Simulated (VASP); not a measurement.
# Pt (I4/mmm) in VASP: notebook

The runs below take Pt through single point, with PBE.

Everything below comes from runs of VASP 6.6.1. Logs are shortened: lines on timing, memory, paths and dates and some standing lists are left out, and cuts for length are marked.

**1. The cell of the first run**

Symmetry: I4/mmm, No. 139, tetragonal system. The conventional cell has a = 2.736 Å, b = 2.736 Å, c = 4.180 Å, α = 90.00°, β = 90.00°, γ = 90.00°. Within 3.6 Å of Pt (site symmetry 4/mmm) lie 12 Pt at 2.74 to 2.85 Å.

**2. Single point, PBE (15.64 Å³/atom)**

File INCAR:

```
PREC = Accurate ; ENCUT = 520
EDIFF = 1E-7 ; ISMEAR = 0
SIGMA = 0.15 ; LREAL = F
LASPH = T ; NELM = 80
ALGO = Fast ; ISIF = 2
LWAVE = F ; LCHARG = T
GGA = PE ; LELF = T
LVHAR = T ; NBANDS = 11
```

File KPOINTS:

```
regular mesh
0
Gamma
  22 22 22
```

File POSCAR:

```
Pt
1.0
    0.0000000000      1.9345115705      2.0898528496
    1.9345115705      0.0000000000      2.0898528496
    1.9345115705      1.9345115705      0.0000000000
Pt
1
Direct
    0.0000000000      0.0000000000      0.0000000000
```

Potentials or basis: VASP PAW PBE potentials, release 64 (Pt).

Launch:

```bash
$ cat potpaw_PBE.64/Pt/POTCAR > POTCAR
$ mpirun -np 1 vasp_std > vasp.out
```

OUTCAR:

```text
PREC = Accurate
   ENCUT = 520
   EDIFF = 1E-7
   ISMEAR = 0
   LREAL = F
   LASPH = T
   NELM = 80
   ISIF = 2
   GGA = PE

 ion  position               nearest neighbor table
   1  0.000  0.000  0.000-

  LATTYP: Found a body centered tetragonal cell.
 ALAT       =     2.7358124996
 C/A-ratio  =     1.5277749114

  Lattice vectors:

 A1 = (  -1.9345115705,   0.0000000000,   2.0898528496)
 A2 = (   1.9345115705,   0.0000000000,   2.0898528496)
 A3 = (   0.0000000000,   1.9345115705,  -2.0898528496)

Analysis of symmetry for initial positions (statically):
=====================================================================
 Subroutine PRICEL returns:
 Original cell was already a primitive cell.

 Routine SETGRP: Setting up the symmetry group for a
 body centered tetragonal supercell.

 Subroutine GETGRP returns: Found 16 space group operations
 (whereof 16 operations were pure point group operations)
 out of a pool of 16 trial point group operations.

The static configuration has the point symmetry D_4h.

Analysis of symmetry for dynamics (positions and initial velocities):
=====================================================================
 Subroutine PRICEL returns:
 Original cell was already a primitive cell.

 Routine SETGRP: Setting up the symmetry group for a
 body centered tetragonal supercell.

 Subroutine GETGRP returns: Found 16 space group operations
 (whereof 16 operations were pure point group operations)
 out of a pool of 16 trial point group operations.

The dynamic configuration has the point symmetry D_4h.

 Subroutine INISYM returns: Found 16 space group operations
 (whereof 16 operations are pure point group operations),
 and found     1 'primitive' translations

----------------------------------------------------------------------------------------

                                     Primitive cell

  volume of cell :      15.6419

  direct lattice vectors                    reciprocal lattice vectors
     0.000000000  1.934511570  2.089852850    -0.258463174  0.258463174  0.239251295
     1.934511570  0.000000000  2.089852850     0.258463174 -0.258463174  0.239251295
     1.934511570  1.934511570  0.000000000     0.258463174  0.258463174 -0.239251295

  length of vectors
     2.847774561  2.847774561  2.735812500     0.436861084  0.436861084  0.436861084

  position of ions in fractional coordinates (direct lattice)
     0.000000000  0.000000000  0.000000000

  ion indices of the primitive-cell ions
   primitive index   ion index
                 1           1

----------------------------------------------------------------------------------------

 KPOINTS: regular mesh

Automatic generation of k-mesh.
 Grid dimensions read from file:
 generate k-points for:   22   22   22

 Generating k-lattice:

  Cartesian coordinates                     Fractional coordinates (reciprocal lattice)
    -0.011748326  0.011748326  0.010875059     0.045454545 -0.000000000  0.000000000
     0.011748326 -0.011748326  0.010875059    -0.000000000  0.045454545  0.000000000
     0.011748326  0.011748326 -0.010875059     0.000000000  0.000000000  0.045454545

  Length of vectors
     0.019857322  0.019857322  0.019857322

  Shift w.r.t. Gamma in fractional coordinates (k-lattice)
     0.000000000  0.000000000  0.000000000

 Subroutine IBZKPT returns following result:
 ===========================================

 Found    834 irreducible k-points:

 Following reciprocal coordinates:
            Coordinates               Weight
  0.000000  0.000000  0.000000      1.000000
  0.045455 -0.000000  0.000000      8.000000
  0.090909 -0.000000  0.000000      8.000000
  0.136364  0.000000  0.000000      8.000000
  0.181818  0.000000  0.000000      8.000000
  0.227273  0.000000  0.000000      8.000000
[... 16 lines left out ...]
  0.500000  0.045455  0.000000      8.000000
 -0.454545  0.045455  0.000000      8.000000
 [... further k-points ...]
   k-points           NKPTS =    834   k-points in BZ     NKDIM =    834   number of bands    NBANDS=     11
   number of dos      NEDOS =    301   number of ions     NIONS =      1
   total plane-waves  NPLWV =  11520
   dimension x,y,z NGX =    24 NGY =   24 NGZ =   20
   dimension x,y,z NGXF=    48 NGYF=   48 NGZF=   40
   ions per type =               1
   NGX,Y,Z   is equivalent  to a cutoff of  14.01, 14.01, 12.15 a.u.
   NGXF,Y,Z  is equivalent  to a cutoff of  28.02, 28.02, 24.31 a.u.
 SYSTEM =  unknown system
   PREC   = accura    normal or accurate (medium, high low for compatibility)
   ISTART =      0    job   : 0-new  1-cont  2-samecut
   ICHARG =      2    charge: 1-file 2-atom 10-const
   ISPIN  =      1    spin polarized calculation?
   LNONCOLLINEAR =      F non collinear calculations
   LSORBIT =      F    spin-orbit coupling
   LASPH  =      T    aspherical Exc in radial PAW
   ENCUT  =  520.0 eV  38.22 Ry    6.18 a.u.   5.29  5.29  5.09*2*pi/ulx,y,z
   NELM   =     80;   NELMIN=  2; NELMDL= -5     # of ELM steps
   EDIFF  = 0.1E-06   stopping-criterion for ELM
   LREAL  =      F    real-space projection
   EDIFFG = 0.1E-05   stopping-criterion for IOM
   NSW    =      0    number of steps for IOM
   IBRION =     -1    ionic relax: 0-MD 1-quasi-New 2-CG
   NFREE  =      0    steps in history (QN), initial steepest desc. (CG)
   ISIF   =      2    stress and relaxation
   ISYM   =      2    0-nonsym 1-usesym 2-fastsym
   POTIM  = 0.5000    time-step for ionic-motion
   TEBEG  =    0.0;   TEEND  =   0.0 temperature during run
   PSTRESS=    0.0 pullay stress
   NELECT =      10.0000    total number of electrons
   NUPDOWN=      -1.0000    fix difference up-down
   EMIN   =  10.00;   EMAX   =-10.00  energy-range for DOS
   EFERMI =   0.00;   METHOD = LEGACY
   ISMEAR =     0;   SIGMA  =   0.15  broadening in eV -4-tet -1-fermi 0-gaus
   EFERMI_NEDOS =   21; number of points for ismear=-14 and -15
   IALGO  =     68    algorithm
   IMIX   =      4    mixing-type and parameters
     AMIX     =   0.40;   BMIX     =  1.00
     AMIX_MAG =   1.60;   BMIX_MAG =  1.00
  volume/ion in A,a.u.               =      15.64       105.56
  Fermi-wavevector in a.u.,A,eV,Ry     =   1.410302  2.665084 27.061321  1.988951
  Thomas-Fermi vector in A             =   2.532269
   LORBIT       =      0    0 simple, 1 ext, 2 COOP (PROOUT), +10 PAW based schemes
   GGA     = PE    functional components
   LHFCALC =     F    Hartree Fock is set to
   AEXX    =    0.0000 exact exchange contribution
   IVDW    =     0    specifies the selected vdW correction
   LEPSILON=     F    determine dielectric tensor
   LRPA    =     F    only Hartree local field effects (RPA)
 non-spin polarized calculation
 RMM-DIIS sequential band-by-band and
 Gauss-broadening in eV      SIGMA  =   0.15
  energy-cutoff  :      520.00
  volume of cell :       15.64
 maximum number of plane-waves:       433
 NGX is ok and might be reduce to    24
   NGX = 11   NGY = 11   NGZ = 11

 number of electron      10.0000000 magnetization

 Free energy of the ion-electron system (eV)
  ---------------------------------------------------
  ext. energy  EPLUGINS =         0.00000000
  ---------------------------------------------------
  free energy    TOTEN  =        -6.08996090 eV

  energy without entropy =       -6.06851245  energy(sigma->0) =       -6.07923668

 E-fermi :  10.5460     XC(G=0): -13.2698

 val. band max:       10.5457515091   @ k =   0.5000   0.1818   0.0000
 cond. band min:      10.5465465364   @ k =  -0.4091   0.0455   0.3182
 fundamental gap:      0.0007950274
 Fermi energy:        10.5460063768

 k-point     1 :       0.0000    0.0000    0.0000
  band No.  band energies     occupation
      1       0.7672      2.00000
      2       6.4350      2.00000
      3       7.3392      2.00000
      4       7.3392      2.00000
      5       8.4830      2.00000
      6       9.5284      2.00000
      7      25.4082      0.00000
      8      28.8969      0.00000
      9      30.6910      0.00000
     10      30.6910      0.00000
     11      35.4110      0.00000

 k-point     2 :       0.0455   -0.0000    0.0000
  band No.  band energies     occupation
      1       0.8480      2.00000
      2       6.4533      2.00000
      3       7.3158      2.00000
      4       7.3704      2.00000
      5       8.4756      2.00000
      6       9.5014      2.00000
      7      25.5300      0.00000
      8      28.8688      0.00000
      9      30.3517      0.00000
     10      30.8149      0.00000
     11      35.9287      0.00000

 k-point     3 :       0.0909   -0.0000    0.0000
  band No.  band energies     occupation
      1       1.0860      2.00000
      2       6.4949      2.00000
      3       7.2566      2.00000
      4       7.4583      2.00000
      5       8.4676      2.00000
      6       9.4292      2.00000
      7      25.8703      0.00000
      8      28.4041      0.00000
      9      30.0798      0.00000
     10      31.1770      0.00000
     11      36.6898      0.00000

 k-point     4 :       0.1364    0.0000    0.0000
  band No.  band energies     occupation
      1       1.4657      2.00000
      2       6.5279      2.00000
      3       7.1875      2.00000
      4       7.5836      2.00000
      5       8.4997      2.00000
      6       9.3382      2.00000
      7      26.3403      0.00000
      8      27.3134      0.00000
      9      30.4446      0.00000
     10      31.7461      0.00000
     11      35.5831      0.00000

 k-point     5 :       0.1818    0.0000    0.0000
  band No.  band energies     occupation
      1       1.9560      2.00000
      2       6.5399      2.00000
      3       7.1200      2.00000
      4       7.7077      2.00000
      5       8.6265      2.00000
      6       9.2755      2.00000
      7      25.9480      0.00000
      8      26.8206      0.00000
      9      31.1230      0.00000
     10      32.4556      0.00000
     11      34.1848      0.00000
[... 211 lines left out ...]
 k-point    21 :       0.4091    0.0455    0.0000
  band No.  band energies     occupation
      1       3.6599      2.00000
      2       6.5879      2.00000
      3       7.5605      2.00000
      4       8.4288      2.00000
      5      10.2512      1.99456
      6      10.3962      1.84219
      7      18.5516      0.00000
      8      25.2387      0.00000
      9      30.0029      0.00000
     10      30.4572      0.00000
     11      36.3108      0.00000

 k-point    22 :       0.4545    0.0455    0.0000
  band No.  band energies     occupation
      1       3.6911      2.00000
      2       6.5253      2.00000
      3       7.4744      2.00000
      4       9.2339      2.00000
      5      10.3924      1.85238
      6      10.8926      0.00109
      7      17.1287      0.00000
      8      24.8942      0.00000
      9      29.1981      0.00000
     10      30.0899      0.00000
     11      37.0169      0.00000

 k-point    23 :       0.5000    0.0455    0.0000
  band No.  band energies     occupation
      1       3.6969      2.00000
      2       6.5043      2.00000
      3       7.4246      2.00000
      4       9.6713      2.00000
      5      10.4293      1.72881
      6      11.3314      0.00000
      7      16.2552      0.00000
      8      24.7261      0.00000
      9      28.7040      0.00000
     10      30.0118      0.00000
     11      37.2532      0.00000

 k-point    24 :      -0.4545    0.0455    0.0000
  band No.  band energies     occupation
      1       3.6996      2.00000
      2       6.5239      2.00000
      3       7.4189      2.00000
      4       9.5677      2.00000
      5      10.3492      1.93647
      6      11.4033      0.00000
      7      16.3663      0.00000
      8      24.7442      0.00000
      9      28.5786      0.00000
     10      30.2560      0.00000
     11      36.9871      0.00000

 [... further k-points ...]

------------------------ aborting loop because EDIFF is reached ----------------------------------------

  FORCE on cell =-STRESS in cart. coord.  units (eV):
  Direction    XX          YY          ZZ          XY          YZ          ZX
  --------------------------------------------------------------------------------------
  -------------------------------------------------------------------------------------
  Total        0.3137755      0.3137755     -0.5285816      0.0000000      0.0000000     -0.0000000
  in kB       32.1396585     32.1396585    -54.1419930      0.0000000      0.0000000     -0.0000000
  external PRESSURE =       3.3791080 kB  Pullay stress =       0.0000000 kB

 VOLUME and BASIS-vectors are now :
 -----------------------------------------------------------------------------
  energy-cutoff  :      520.00
  volume of cell :       15.64
      direct lattice vectors                 reciprocal lattice vectors
     0.000000000  1.934511570  2.089852850    -0.258463174  0.258463174  0.239251295
     1.934511570  0.000000000  2.089852850     0.258463174 -0.258463174  0.239251295
     1.934511570  1.934511570  0.000000000     0.258463174  0.258463174 -0.239251295

 POSITION                                       TOTAL-FORCE (eV/Angst)
 -----------------------------------------------------------------------------------
      0.00000      0.00000      0.00000        -0.000000      0.000000      0.000000
 -----------------------------------------------------------------------------------
    total drift:                               -0.000000      0.000000     -0.000000

  FREE ENERGIE OF THE ION-ELECTRON SYSTEM (eV)
  ---------------------------------------------------
  free  energy   TOTEN  =        -6.0899609044 eV

  energy  without entropy=       -6.0685124462  energy(sigma->0) =       -6.07923668
```

Run time: 92 s. Hardware: 1 thread of Intel Xeon 6975P-C (Granite Rapids), shared host; peak memory 0.26 GiB.

What came out:

- Free energy: -6.0900 eV
- Pressure: 0.3 GPa
- Band gap on the k mesh: zero (bands 5 and 6 overlap by 2.46 eV)

Caveat: spin-orbit coupling is left out, which moves the levels of the heavy elements.

**3. Single point, PBE (16.27 Å³/atom)**

This run uses another cell than the first one, of 16.27 Å³/atom.

File INCAR:

```
SYSTEM = Pt
PREC = Accurate
ENCUT = 520
EDIFF = 1E-7
ISMEAR = 0
SIGMA = 0.15
LREAL = .FALSE.
LASPH = .TRUE.
NELM = 80
ALGO = Fast
ISIF = 2
LWAVE = .FALSE.
LCHARG = .FALSE.
GGA = PE
NBANDS = 11
```

File KPOINTS:

```
Automatic mesh
0
G
  22 22 22
  0 0 0
```

File POSCAR:

```
Pt
1.0
    0.0000000000      1.9599873302      2.1173743128
    1.9599873302      0.0000000000      2.1173743128
    1.9599873302      1.9599873302      0.0000000000
Pt
1
Direct
    0.0000000000      0.0000000000      0.0000000000
```

Potentials or basis: VASP PAW PBE potentials, release 64 (Pt).

Launch:

```bash
$ cat potpaw_PBE.64/Pt/POTCAR > POTCAR
$ mpirun -np 1 vasp_std > vasp.out
```

It took 95 s on 1 thread of Intel Xeon 6975P-C (Granite Rapids), shared host; peak memory 0.26 GiB.

The run converged. Its results:

```
Free energy            : -6.0739 eV
Pressure               : -8.4 GPa
Band gap on the k mesh : zero (bands 5 and 6 overlap by 2.30 eV)
```

Stress tensor (GPa, compression positive):
```
 -6.00   0.00   0.00
  0.00  -6.00   0.00
  0.00   0.00 -13.18
```

Levels at points of the mesh, in eV from the Fermi level:
| k point | band 1 | band 2 | band 3 | band 4 | band 5 | band 6 | band 7 | band 8 | band 9 | band 10 |
| --- | --- | --- | --- | --- | --- | --- | --- | --- | --- | --- |
| (0.00, 0.00, 0.00) | -9.36 | -3.86 | -3.00 | -3.00 | -1.93 | -0.96 | 14.94 | 18.30 | 19.96 | 19.96 |
| (0.50, 0.00, 0.00) | -6.52 | -3.75 | -2.97 | -0.12 | -0.12 | 0.22 | 5.36 | 14.18 | 17.99 | 19.30 |
| (0.50, 0.50, 0.00) | -6.35 | -5.86 | 0.09 | 0.40 | 0.40 | 1.09 | 6.91 | 12.11 | 12.11 | 20.03 |
| (0.50, 0.00, 0.50) | -6.21 | -5.79 | -0.06 | 0.08 | 0.82 | 2.45 | 8.79 | 10.62 | 10.95 | 19.05 |

Caveat: the cell stands under tension; spin-orbit coupling is left out, which moves the levels of the heavy elements.

(Continued in part 2 of 2.)
